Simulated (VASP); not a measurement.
# KCl (P4/mmm) in VASP: further runs, part 2 of 2

VASP 6.6.1. The steps go on from the part before.

### Step 4. Single point, LDA (strain +0.025 along x and y, -0.025 along z)

The input, INCAR:

```
SYSTEM = KCl
  PREC = Accurate
  ENCUT = 520
  EDIFF = 1E-6
  ISMEAR = 0
  SIGMA = 0.05
  LREAL = .False.
  LASPH = .True.
  NELM = 80
  ALGO = Normal
  ISIF = 2
  LWAVE = .False.
  LCHARG = .False.
  NBANDS = 15
```

The input, KPOINTS:

```
regular mesh
0
Gamma
  6 6 6
  0 0 0
```

The input, POSCAR:

```
KCl
1.0
    3.9351759000      0.0000000000      0.0000000000
    0.0000000000      3.9351759000      0.0000000000
    0.0000000000      0.0000000000      3.7432161000
K Cl
1 1
Direct
    0.0000000000      0.0000000000      0.0000000000
    0.5000000000      0.5000000000      0.5000000000
```

Potentials or basis: VASP PAW LDA potentials, release 64 (K_sv, Cl).

Command:

```console
$ cat potpaw_LDA.64/K_sv/POTCAR potpaw_LDA.64/Cl/POTCAR > POTCAR
$ mpirun -np 1 vasp_std > vasp.out
```

OUTCAR:

```text
SYSTEM = KCl
   PREC = Accurate
   ENCUT = 520
   EDIFF = 1E-6
   ISMEAR = 0
   LREAL = .False.
   LASPH = .True.
   NELM = 80
   ISIF = 2

 ion  position               nearest neighbor table
   1  0.000  0.000  0.000-
   2  0.500  0.500  0.500-

  LATTYP: Found a simple tetragonal cell.
 ALAT       =     3.9351759000
 C/A-ratio  =     0.9512195122

  Lattice vectors:

 A1 = (   3.9351759000,   0.0000000000,   0.0000000000)
 A2 = (   0.0000000000,   3.9351759000,   0.0000000000)
 A3 = (   0.0000000000,   0.0000000000,   3.7432161000)

Analysis of symmetry for initial positions (statically):
=====================================================================
 Subroutine PRICEL returns:
 Original cell was already a primitive cell.

 Routine SETGRP: Setting up the symmetry group for a
 simple tetragonal supercell.

 Subroutine GETGRP returns: Found 16 space group operations
 (whereof 16 operations were pure point group operations)
 out of a pool of 16 trial point group operations.

The static configuration has the point symmetry D_4h.

Analysis of symmetry for dynamics (positions and initial velocities):
=====================================================================
 Subroutine PRICEL returns:
 Original cell was already a primitive cell.

 Routine SETGRP: Setting up the symmetry group for a
 simple tetragonal supercell.

 Subroutine GETGRP returns: Found 16 space group operations
 (whereof 16 operations were pure point group operations)
 out of a pool of 16 trial point group operations.

The dynamic configuration has the point symmetry D_4h.

 Subroutine INISYM returns: Found 16 space group operations
 (whereof 16 operations are pure point group operations),
 and found     1 'primitive' translations

----------------------------------------------------------------------------------------

                                     Primitive cell

  volume of cell :      57.9660

  direct lattice vectors                    reciprocal lattice vectors
     3.935175900  0.000000000  0.000000000     0.254118247  0.000000000  0.000000000
[... 114 lines left out ...]
   IVDW    =     0    specifies the selected vdW correction
   LEPSILON=     F    determine dielectric tensor
   LRPA    =     F    only Hartree local field effects (RPA)
 non-spin polarized calculation
 Gauss-broadening in eV      SIGMA  =   0.05
  energy-cutoff  :      520.00
  volume of cell :       57.97
 maximum number of plane-waves:      1594
 NGX is ok and might be reduce to    30
   NGX = 15   NGY = 15   NGZ = 13

 number of electron      15.9999996 magnetization

 Free energy of the ion-electron system (eV)
  ---------------------------------------------------
  ext. energy  EPLUGINS =         0.00000000
  ---------------------------------------------------
  free energy    TOTEN  =        -7.21549297 eV

  energy without entropy =       -7.21549297  energy(sigma->0) =       -7.21549297

 E-fermi :  -0.8176     XC(G=0):  -8.5187

 val. band max:       -1.0280102152   @ k =   0.5000   0.5000   0.0000
 cond. band min:       3.0691068074   @ k =   0.0000   0.0000   0.0000
 fundamental gap:      4.0971170225
 Fermi energy:        -0.8176125369

 k-point     1 :       0.0000    0.0000    0.0000
  band No.  band energies     occupation
      1     -28.9180      2.00000
      2     -13.6213      2.00000
      3     -12.5464      2.00000
      4     -12.5464      2.00000
      5     -12.5212      2.00000
      6      -1.4715      2.00000
      7      -1.4715      2.00000
      8      -1.2021      2.00000
      9       3.0691      0.00000
     10       4.9718      0.00000
     11       5.1956      0.00000
     12       8.9940      0.00000
     13       9.3524      0.00000
     14       9.3524      0.00000
[... 401 lines left out ...]
      2     -13.4989      2.00000
      3     -12.7436      2.00000
      4     -12.5938      2.00000
      5     -12.4941      2.00000
      6      -2.4907      2.00000
      7      -2.1735      2.00000
      8      -1.3100      2.00000
      9       5.1007      0.00000
     10       5.7944      0.00000
     11       7.6066      0.00000
     12       7.7837      0.00000
     13       8.1463      0.00000
     14       9.2815      0.00000
     15      10.5124      0.00000

 [... further k-points ...]
[... 5 lines left out ...]
  --------------------------------------------------------------------------------------
  -------------------------------------------------------------------------------------
  Total       -1.4680780     -1.4680780     -0.7334683      0.0000000      0.0000000     -0.0000000
  in kB      -40.5776156    -40.5776156    -20.2730323      0.0000000      0.0000000     -0.0000000
  external PRESSURE =     -33.8094212 kB  Pullay stress =       0.0000000 kB

 VOLUME and BASIS-vectors are now :
 -----------------------------------------------------------------------------
  energy-cutoff  :      520.00
  volume of cell :       57.97
      direct lattice vectors                 reciprocal lattice vectors
     3.935175900  0.000000000  0.000000000     0.254118247  0.000000000  0.000000000
     0.000000000  3.935175900  0.000000000     0.000000000  0.254118247  0.000000000
     0.000000000  0.000000000  3.743216100     0.000000000  0.000000000  0.267149952

 POSITION                                       TOTAL-FORCE (eV/Angst)
 -----------------------------------------------------------------------------------
      0.00000      0.00000      0.00000         0.000000      0.000000      0.000000
      1.96759      1.96759      1.87161         0.000000      0.000000      0.000000
 -----------------------------------------------------------------------------------
    total drift:                                0.000000      0.000000     -0.000000

  FREE ENERGIE OF THE ION-ELECTRON SYSTEM (eV)
  ---------------------------------------------------
  free  energy   TOTEN  =        -7.2154929696 eV

  energy  without entropy=       -7.2154929696  energy(sigma->0) =       -7.21549297
```

stdout:

```text
POSCAR found type information on POSCAR K Cl
 POSCAR found :  2 types and       2 ions
 scaLAPACK will be used
 LDA part: xc-table for (Slater(with rela. corr.)+CA(PZ))
 , standard interpolation
 POSCAR, INCAR and KPOINTS ok, starting setup
 FFT: planning ... GRIDC
 FFT: planning ... GRID_SOFT
 FFT: planning ... GRID
 WAVECAR not read
 entering main loop
```

It took 50 s on 1 thread of Intel Xeon 8259CL, shared host; peak memory 0.16 GiB.

Results:

```yaml
Free_energy: -7.2155 eV
Pressure: -3.4 GPa
Band_gap_on_the_k_mesh: 4.10 eV (least direct gap 4.27 eV)
```

Stress tensor (GPa, compression positive):
```
-4.06  0.00  0.00
 0.00 -4.06  0.00
 0.00  0.00 -2.03
```

Levels at points of the mesh, in eV from the valence-band top:
```tsv
k point	band 6	band 7	band 8	band 9	band 10	band 11
(0.00, 0.00, 0.00)	-0.44	-0.44	-0.17	4.10	6.00	6.22
(0.50, 0.00, 0.00)	-1.94	-0.48	-0.18	7.02	7.25	7.63
(0.50, 0.50, 0.00)	-1.36	-1.36	0.00	5.53	7.04	8.84
(0.00, 0.00, 0.50)	-1.95	-0.42	-0.42	7.05	7.51	7.81
(0.50, 0.00, 0.50)	-1.41	-1.29	-0.21	5.69	6.65	8.29
(0.50, 0.50, 0.50)	-1.52	-1.43	-1.43	8.17	8.17	8.30
```

Caveat: the cell differs from its parent crystal (strain +0.025 along x and y, -0.025 along z); the cell stands under tension. A k mesh can miss the band edges.

### Step 5. Single point, LDA (strain +0.000 along x and y, +0.050 along z)

The input, INCAR:

```
PREC = Accurate
ENCUT = 520
EDIFF = 1E-6
ISMEAR = 0
SIGMA = 0.05
LREAL = False
LASPH = True
NELM = 100
ALGO = Normal
ISIF = 2
LWAVE = False
LCHARG = False
GGA = CA
NBANDS = 15
```

The input, KPOINTS:

```
regular mesh
0
Gamma
  6 6 6
```

The input, POSCAR:

```
KCl
1.0
    3.8391960000      0.0000000000      0.0000000000
    0.0000000000      3.8391960000      0.0000000000
    0.0000000000      0.0000000000      4.0311558000
K Cl
1 1
Direct
    0.0000000000      0.0000000000      0.0000000000
    0.5000000000      0.5000000000      0.5000000000
```

Command:

```console
$ cat potpaw_LDA.64/K_sv/POTCAR potpaw_LDA.64/Cl/POTCAR > POTCAR
$ mpirun -np 1 vasp_std > vasp.out
```

Wall time 50 s (1 thread of Intel Xeon 8259CL, shared host); peak memory 0.16 GiB.

It converged, with:

```
Free energy            : -7.1848 eV
Pressure               : -3.6 GPa
Band gap on the k mesh : 4.08 eV (least direct gap 4.27 eV)
```

Stress tensor (GPa, compression positive):
```
-2.97  0.00  0.00
 0.00 -2.97  0.00
 0.00  0.00 -4.89
```

Levels at points of the mesh, in eV from the valence-band top:
```csv
k point,band 4,band 5,band 6,band 7,band 8,band 9,band 10,band 11,band 12,band 13
"(0.00, 0.00, 0.00)",-11.47,-11.47,-0.43,-0.19,-0.19,4.08,6.13,6.29,10.17,10.17
"(0.50, 0.00, 0.00)",-11.44,-11.36,-1.80,-0.43,-0.16,6.99,7.39,7.79,9.76,9.88
"(0.50, 0.50, 0.00)",-11.70,-11.43,-1.23,-1.23,-0.19,5.81,6.58,8.29,8.29,10.53
"(0.00, 0.00, 0.50)",-11.45,-11.29,-1.80,-0.21,-0.21,7.01,7.32,7.40,9.83,10.22
"(0.50, 0.00, 0.50)",-11.63,-11.43,-1.29,-1.19,0.00,5.64,6.95,8.64,8.81,10.25
"(0.50, 0.50, 0.50)",-11.67,-11.58,-1.35,-1.35,-1.28,8.15,8.24,8.24,9.07,9.48
```

Caveat: the cell differs from its parent crystal (strain +0.000 along x and y, +0.050 along z); the cell stands under tension. A k mesh can miss the band edges.

### Step 6. Single point, LDA (strain +0.025 along x and y, +0.000 along z)

The input, INCAR:

```
  PREC = Accurate
  ENCUT = 520
  EDIFF = 1E-7
  ISMEAR = 0
  SIGMA = 0.05
  LREAL = False
  LASPH = True
  NELM = 100
  ALGO = Normal
  ISIF = 2
  LWAVE = False
  LCHARG = False
  NBANDS = 15
```

KPOINTS is that of step 5.

The input, POSCAR:

```
KCl
1.0
    3.9351759000      0.0000000000      0.0000000000
    0.0000000000      3.9351759000      0.0000000000
    0.0000000000      0.0000000000      3.8391960000
K Cl
1 1
Direct
    0.0000000000      0.0000000000      0.0000000000
    0.5000000000      0.5000000000      0.5000000000
```

Potentials or basis: VASP PAW LDA potentials, release 64 (K_sv, Cl).

Command:

```console
$ cat potpaw_LDA.64/K_sv/POTCAR potpaw_LDA.64/Cl/POTCAR > POTCAR
$ mpirun -np 1 vasp_std > vasp.out
```

Run time: 49 s. Hardware: 1 thread of Intel Xeon 8259CL, shared host; peak memory 0.17 GiB.

Results (log left out):

```
Free energy            : -7.1926 eV
Pressure               : -3.6 GPa
Band gap on the k mesh : 4.10 eV (least direct gap 4.29 eV)
```

Stress tensor (GPa, compression positive):
```
-3.95  0.00  0.00
 0.00 -3.95  0.00
 0.00  0.00 -2.98
```

Levels at points of the mesh, in eV from the valence-band top:
| k point | band 4 | band 5 | band 6 | band 7 | band 8 | band 9 | band 10 | band 11 | band 12 | band 13 |
| --- | --- | --- | --- | --- | --- | --- | --- | --- | --- | --- |
| (0.00, 0.00, 0.00) | -11.47 | -11.46 | -0.31 | -0.31 | -0.19 | 4.10 | 6.16 | 6.26 | 10.16 | 10.33 |
| (0.50, 0.00, 0.00) | -11.43 | -11.31 | -1.79 | -0.32 | -0.19 | 7.00 | 7.40 | 7.58 | 9.79 | 10.07 |
| (0.50, 0.50, 0.00) | -11.66 | -11.41 | -1.24 | -1.24 | 0.00 | 5.65 | 6.96 | 8.74 | 8.74 | 10.41 |
| (0.00, 0.00, 0.50) | -11.44 | -11.35 | -1.80 | -0.30 | -0.30 | 7.01 | 7.54 | 7.66 | 9.73 | 9.93 |
| (0.50, 0.00, 0.50) | -11.65 | -11.42 | -1.26 | -1.20 | -0.10 | 5.73 | 6.77 | 8.47 | 8.55 | 10.41 |
| (0.50, 0.50, 0.50) | -11.61 | -11.61 | -1.35 | -1.31 | -1.31 | 8.20 | 8.20 | 8.25 | 9.30 | 9.30 |

Caveat: the cell differs from its parent crystal (strain +0.025 along x and y, +0.000 along z); the cell stands under tension. A k mesh can miss the band edges.

### Step 7. Summary

```csv
cell,gap on the mesh (eV),pressure (GPa)
"a = 3.743, b = 3.743, c = 3.935 Å, 2 atoms",4.36,-2.8
"a = 3.839, b = 3.839, c = 3.935 Å, 2 atoms",4.23,-3.4
"a = 3.935, b = 3.935, c = 3.743 Å, 2 atoms",4.10,-3.4
"a = 3.839, b = 3.839, c = 4.031 Å, 2 atoms",4.08,-3.6
"a = 3.935, b = 3.935, c = 3.839 Å, 2 atoms",4.10,-3.6
```

Alike in all rows: task single point; level LDA; potentials or basis VASP PAW LDA potentials, release 64 (K_sv, Cl); no spin polarisation; k mesh 6 × 6 × 6; cutoff (eV) 520; smearing gaussian 0.05 eV.

Caveats: the cell stands under tension (at least some runs).

Absolute energies hang on the potentials; compare differences alone.
